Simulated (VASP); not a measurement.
# CaO (Pm-3m) in VASP: settings compared

The runs below take CaO through single point, with PBE-based screened hybrid with 15 % exact exchange, PBE-based screened hybrid with 50 % exact exchange, PBE-based screened hybrid with 35 % exact exchange.

Everything below comes from runs of VASP 6.6.1. Logs are shortened: lines on timing, memory, paths and dates and some standing lists are left out, and cuts for length are marked.

## (1) The cell of the first run

Symmetry: Pm-3m, No. 221, cubic system. The conventional cell has a = 2.903 Å, b = 2.903 Å, c = 2.903 Å, α = 90.00°, β = 90.00°, γ = 90.00°. Ca (site symmetry m-3m) has 8 O at 2.51 Å and 6 Ca at 2.90 Å within 3.3 Å. Within 3.3 Å of O (site symmetry m-3m) lie 8 Ca at 2.51 Å and 6 O at 2.90 Å.

## (2) Single point, PBE-based screened hybrid with 15 % exact exchange

File POSCAR:

```
CaO
1.0
    2.9032089648      0.0000000000      0.0000000000
    0.0000000000      2.9032089648      0.0000000000
    0.0000000000      0.0000000000      2.9032089648
Ca O
1 1
Direct
    0.0000000000      0.0000000000      0.0000000000
    0.5000000000      0.5000000000      0.5000000000
```

File INCAR.step1:

```
SYSTEM = CaO
PREC     = Accurate       ! precision mode
ENCUT    = 520            ! plane-wave cutoff, eV
EDIFF    = 1E-5           ! SCF threshold, eV
ISMEAR   = 0              ! smearing method
SIGMA    = 0.01           ! smearing width, eV
LREAL    = .False.        ! projectors in reciprocal space
LASPH    = .True.         ! aspherical terms in the spheres
NELM     = 80             ! most SCF steps
ALGO     = Normal         ! electronic algorithm
ISIF     = 2              ! what is computed and relaxed
LWAVE    = .True.         ! write WAVECAR
NBANDS   = 15             ! bands
GGA      = PE             ! functional
```

File INCAR.step2:

```
SYSTEM = CaO
PREC     = Accurate       ! precision mode
ENCUT    = 520            ! plane-wave cutoff, eV
EDIFF    = 1E-6           ! SCF threshold, eV
ISMEAR   = 0              ! smearing method
SIGMA    = 0.01           ! smearing width, eV
LREAL    = .False.        ! projectors in reciprocal space
LASPH    = .True.         ! aspherical terms in the spheres
NELM     = 80             ! most SCF steps
ALGO     = Normal         ! electronic algorithm
ISIF     = 2              ! what is computed and relaxed
LWAVE    = .False.        ! write WAVECAR
LCHARG   = .True.         ! write CHGCAR
GGA      = PE             ! functional
LHFCALC  = .True.         ! exact exchange
AEXX     = 0.15           ! exact-exchange fraction
HFSCREEN = 0.5            ! screening, 1/A
PRECFOCK = Normal       
LELF     = .True.         ! ELF
LVHAR    = .True.       
NBANDS   = 15             ! bands
ISTART   = 1
```

File KPOINTS:

```
Automatic mesh
0
Gamma
  4 4 4
  0 0 0
```

Potentials or basis: VASP PAW PBE potentials, release 64 (Ca_sv, O).

Run with:

```console
$ cat potpaw_PBE.64/Ca_sv/POTCAR potpaw_PBE.64/O/POTCAR > POTCAR
$ cp INCAR.step1 INCAR
$ mpirun -np 1 vasp_std > vasp.out
$ cp INCAR.step2 INCAR
$ mpirun -np 1 vasp_std > vasp.out
```

OUTCAR:

```text
SYSTEM = CaO
   PREC = Accurate
   ENCUT = 520
   EDIFF = 1E-6
   ISMEAR = 0
   LREAL = .False.
   LASPH = .True.
   NELM = 80
   ISIF = 2
   GGA = PE
   LHFCALC = .True.
   AEXX = 0.15
   HFSCREEN = 0.5
   PRECFOCK = Normal
   ISTART = 1

 ion  position               nearest neighbor table
   1  0.000  0.000  0.000-   2 2.51   2 2.51   2 2.51   2 2.51   2 2.51   2 2.51   2 2.51   2 2.51

   2  0.500  0.500  0.500-   1 2.51   1 2.51   1 2.51   1 2.51   1 2.51   1 2.51   1 2.51   1 2.51

  LATTYP: Found a simple cubic cell.
 ALAT       =     2.9032089648

  Lattice vectors:

 A1 = (   2.9032089648,   0.0000000000,   0.0000000000)
 A2 = (   0.0000000000,   2.9032089648,   0.0000000000)
 A3 = (   0.0000000000,   0.0000000000,   2.9032089648)

Analysis of symmetry for initial positions (statically):
=====================================================================
 Subroutine PRICEL returns:
 Original cell was already a primitive cell.

 Routine SETGRP: Setting up the symmetry group for a
 simple cubic supercell.

 Subroutine GETGRP returns: Found 48 space group operations
 (whereof 48 operations were pure point group operations)
 out of a pool of 48 trial point group operations.

The static configuration has the point symmetry O_h .

Analysis of symmetry for dynamics (positions and initial velocities):
=====================================================================
 Subroutine PRICEL returns:
 Original cell was already a primitive cell.

 Routine SETGRP: Setting up the symmetry group for a
 simple cubic supercell.

 Subroutine GETGRP returns: Found 48 space group operations
 (whereof 48 operations were pure point group operations)
 out of a pool of 48 trial point group operations.

The dynamic configuration has the point symmetry O_h .

 Subroutine INISYM returns: Found 48 space group operations
 (whereof 48 operations are pure point group operations),
 and found     1 'primitive' translations

----------------------------------------------------------------------------------------

                                     Primitive cell

  volume of cell :      24.4701

  direct lattice vectors                    reciprocal lattice vectors
     2.903208965  0.000000000  0.000000000     0.344446443  0.000000000  0.000000000
     0.000000000  2.903208965  0.000000000     0.000000000  0.344446443  0.000000000
     0.000000000  0.000000000  2.903208965     0.000000000  0.000000000  0.344446443

  length of vectors
[... 86 lines left out ...]
     AMIX     =   0.40;   BMIX     =  1.00
     AMIX_MAG =   1.60;   BMIX_MAG =  1.00
  volume/ion in A,a.u.               =      12.24        82.57
  Fermi-wavevector in a.u.,A,eV,Ry     =   1.420921  2.685151 27.470378  2.019016
  Thomas-Fermi vector in A             =   2.541785
   LORBIT       =      0    0 simple, 1 ext, 2 COOP (PROOUT), +10 PAW based schemes
   GGA     = PE    functional components
   LHFCALC =     T    Hartree Fock is set to
   PRECFOCK=normal    Normal, Fast or Accurate (Low or Medium for compatibility)
   ENCUT4O =  -1.0   cutoff for four orbital integrals eV
   NKREDX  =     1    reduce k-point grid by
   NKREDY  =     1    reduce k-point grid by
   NKREDZ  =     1    reduce k-point grid by
   AEXX    =    0.1500 exact exchange contribution
   HFSCREEN=    0.5000 screening length (either q_TF or 0.3 A-1)
   HFSCREENC=   0.5000 screening length for correlation (either q_TF or 0.3 A-1)
   ENCUTFOCK=  -1.0 apply spherical cutoff to Coloumb kernel
   IVDW    =     0    specifies the selected vdW correction
   LEPSILON=     F    determine dielectric tensor
   LRPA    =     F    only Hartree local field effects (RPA)
 non-spin polarized calculation
 Gauss-broadening in eV      SIGMA  =   0.01
  energy-cutoff  :      520.00
  volume of cell :       24.47
 maximum number of plane-waves:       691
 NGX is ok and might be reduce to    24
  NGX = 18; NGY = 18; NGZ = 18

 number of electron      15.9999997 magnetization

 Free energy of the ion-electron system (eV)
  ---------------------------------------------------
  ext. energy  EPLUGINS =         0.00000000
  ---------------------------------------------------
  free energy    TOTEN  =       -12.60625958 eV

  energy without entropy =      -12.60625958  energy(sigma->0) =      -12.60625958

 E-fermi :   4.0286     XC(G=0): -10.3084

 val. band max:        3.8443102792   @ k =   0.5000   0.5000   0.0000
 cond. band min:       7.1915935726   @ k =   0.0000   0.0000   0.0000
 fundamental gap:      3.3472832934
 Fermi energy:         4.0285962920

 k-point     1 :       0.0000    0.0000    0.0000
  band No.  band energies     occupation
      1     -36.9283      2.00000
      2     -16.5298      2.00000
      3     -16.5298      2.00000
      4     -16.5298      2.00000
      5     -13.4378      2.00000
      6       3.5243      2.00000
      7       3.5243      2.00000
      8       3.5243      2.00000
      9       7.1916      0.00000
     10       7.1916      0.00000
     11       9.5859      0.00000
     12      13.1288      0.00000
     13      13.1288      0.00000
     14      13.1288      0.00000
[... 149 lines left out ...]
      2     -17.2695      2.00000
      3     -17.2695      2.00000
      4     -17.2695      2.00000
      5     -12.1744      2.00000
      6       0.3275      2.00000
      7       0.3275      2.00000
      8       0.3275      2.00000
      9      12.5807      0.00000
     10      12.5807      0.00000
     11      12.5807      0.00000
     12      14.7788      0.00000
     13      14.7789      0.00000
     14      17.0132      0.00000
     15      17.0132      0.00000

------------------------ aborting loop because EDIFF is reached ----------------------------------------

  FORCE on cell =-STRESS in cart. coord.  units (eV):
  Direction    XX          YY          ZZ          XY          YZ          ZX
  --------------------------------------------------------------------------------------
  -------------------------------------------------------------------------------------
  Total        0.4287249      0.4287249      0.4287249      0.0000000      0.0000000     -0.0000000
  in kB       28.0707720     28.0707720     28.0707720      0.0000000      0.0000000     -0.0000000
  external PRESSURE =      28.0707720 kB  Pullay stress =       0.0000000 kB

 VOLUME and BASIS-vectors are now :
 -----------------------------------------------------------------------------
  energy-cutoff  :      520.00
  volume of cell :       24.47
      direct lattice vectors                 reciprocal lattice vectors
     2.903208965  0.000000000  0.000000000     0.344446443  0.000000000  0.000000000
     0.000000000  2.903208965  0.000000000     0.000000000  0.344446443  0.000000000
     0.000000000  0.000000000  2.903208965     0.000000000  0.000000000  0.344446443

 POSITION                                       TOTAL-FORCE (eV/Angst)
 -----------------------------------------------------------------------------------
      0.00000      0.00000      0.00000         0.000000      0.000000      0.000000
      1.45160      1.45160      1.45160         0.000000      0.000000      0.000000
 -----------------------------------------------------------------------------------
    total drift:                               -0.000000     -0.000000      0.000000

  FREE ENERGIE OF THE ION-ELECTRON SYSTEM (eV)
  ---------------------------------------------------
  free  energy   TOTEN  =       -12.6062595774 eV

  energy  without entropy=      -12.6062595774  energy(sigma->0) =      -12.60625958
```

OUTCAR.step1:

```text
SYSTEM = CaO
   PREC = Accurate
   ENCUT = 520
   EDIFF = 1E-5
   ISMEAR = 0
   LREAL = .False.
   LASPH = .True.
[... 386 lines left out ...]
      0.00000      0.00000      0.00000         0.000000      0.000000      0.000000
      1.45160      1.45160      1.45160         0.000000      0.000000      0.000000
 -----------------------------------------------------------------------------------
    total drift:                                0.000000      0.000000     -0.000000

  FREE ENERGIE OF THE ION-ELECTRON SYSTEM (eV)
  ---------------------------------------------------
  free  energy   TOTEN  =       -11.7988034996 eV

  energy  without entropy=      -11.7988034996  energy(sigma->0) =      -11.79880350
```

OSZICAR.step1:

```text
N       E                     dE             d eps       ncg     rms          rms(c)
DAV:   1     0.119411501804E+03    0.11941E+03   -0.86607E+03   300   0.112E+03
DAV:   2    -0.934009981883E+01   -0.12875E+03   -0.12138E+03   349   0.289E+02
DAV:   3    -0.133066719778E+02   -0.39666E+01   -0.39463E+01   349   0.539E+01
DAV:   4    -0.133839285334E+02   -0.77257E-01   -0.77165E-01   434   0.626E+00
DAV:   5    -0.133844879016E+02   -0.55937E-03   -0.55937E-03   328   0.593E-01    0.817E+00
DAV:   6    -0.118704224802E+02    0.15141E+01   -0.35094E+00   328   0.201E+01    0.321E+00
DAV:   7    -0.118184350321E+02    0.51987E-01   -0.35503E-01   343   0.589E+00    0.168E+00
DAV:   8    -0.118000695489E+02    0.18365E-01   -0.86870E-02   342   0.286E+00    0.421E-01
DAV:   9    -0.117984155076E+02    0.16540E-02   -0.78324E-03   364   0.755E-01    0.107E-01
DAV:  10    -0.117988515655E+02   -0.43606E-03   -0.87422E-04   356   0.368E-01    0.575E-02
DAV:  11    -0.117988012705E+02    0.50295E-04   -0.82894E-05   364   0.143E-01    0.113E-02
DAV:  12    -0.117988034996E+02   -0.22292E-05   -0.14135E-05   296   0.388E-02
   1 F= -.11798803E+02 E0= -.11798803E+02  d E =-.113252E-42
```

It took 3.7 min on 1 thread of Oxide Virtual Turin-like, shared host; peak memory 0.21 GiB.

What came out:

```yaml
Free_energy: -12.6063 eV
Pressure: 2.8 GPa
Band_gap_on_the_k_mesh: 3.35 eV (least direct gap 3.67 eV)
```

Levels at points of the mesh, in eV from the valence-band top:
| k point | band 6 | band 7 | band 8 | band 9 | band 10 | band 11 |
| --- | --- | --- | --- | --- | --- | --- |
| (0.00, 0.00, 0.00) | -0.32 | -0.32 | -0.32 | 3.35 | 3.35 | 5.74 |
| (0.50, 0.00, 0.00) | -3.91 | -0.81 | -0.81 | 4.41 | 7.92 | 8.96 |
| (0.50, 0.50, 0.00) | -2.21 | -2.21 | 0.00 | 4.49 | 5.38 | 7.31 |
| (0.50, 0.50, 0.50) | -3.52 | -3.52 | -3.52 | 8.74 | 8.74 | 8.74 |

Caveat: the k points lie up to 0.54 Å⁻¹ apart; the structure was generated, so it needn't be the stable form of CaO; the PAW data sets were made with another functional, which shifts forces and pressure a little.

## (3) Single point, PBE-based screened hybrid with 50 % exact exchange

POSCAR is that of step 2.

File INCAR.step1:

```
SYSTEM = CaO
PREC = Accurate
ENCUT = 520
EDIFF = 1E-5
ISMEAR = 0
SIGMA = 0.01
LREAL = .FALSE.
LASPH = .TRUE.
NELM = 100
ALGO = Normal
ISIF = 2
LWAVE = .TRUE.
LCHARG = .FALSE.
NBANDS = 15
GGA = PE
```

File INCAR.step2:

```
SYSTEM = CaO
PREC = Accurate
ENCUT = 520
EDIFF = 1E-6
ISMEAR = 0
SIGMA = 0.01
LREAL = .FALSE.
LASPH = .TRUE.
NELM = 100
ALGO = Normal
ISIF = 2
LWAVE = .FALSE.
LCHARG = .FALSE.
GGA = PE
LHFCALC = .TRUE.
AEXX = 0.5
HFSCREEN = 0.2078
PRECFOCK = Normal
NBANDS = 15
ISTART = 1
```

File KPOINTS:

```
Automatic mesh
0
G
  4 4 4
  0 0 0
```

Potentials or basis: VASP PAW PBE potentials, release 64 (Ca_sv, O).

Run with:

```console
$ cat potpaw_PBE.64/Ca_sv/POTCAR potpaw_PBE.64/O/POTCAR > POTCAR
$ cp INCAR.step1 INCAR
$ mpirun -np 1 vasp_std > vasp.out
$ cp INCAR.step2 INCAR
$ mpirun -np 1 vasp_std > vasp.out
```

Run time: 4.7 min. Hardware: 1 thread of Oxide Virtual Turin-like, shared host; peak memory 0.21 GiB.

The run converged. Its results:

```
Free energy            : -16.0716 eV
Pressure               : -1.8 GPa
Band gap on the k mesh : 6.31 eV (least direct gap 6.70 eV)
```

Levels at points of the mesh, in eV from the valence-band top:
```
           k point  band 5  band 6  band 7  band 8  band 9  band 10  band 11  band 12
(0.00, 0.00, 0.00)  -19.57   -0.38   -0.38   -0.38    6.31     6.31     8.43    13.10
(0.50, 0.00, 0.00)  -17.98   -4.37   -0.85   -0.85    7.62    11.40    12.69    12.69
(0.50, 0.50, 0.00)  -18.77   -2.54   -2.54    0.00    7.48     8.50    10.75    10.75
(0.50, 0.50, 0.50)  -18.17   -3.87   -3.87   -3.87   12.38    12.38    12.38    15.08
```

Caveat: the k points lie up to 0.54 Å⁻¹ apart; the structure was generated, so it needn't be the stable form of CaO; the PAW data sets were made with another functional, which shifts forces and pressure a little. A k mesh can miss the band edges.

(Part 1 of 2 ends here.)
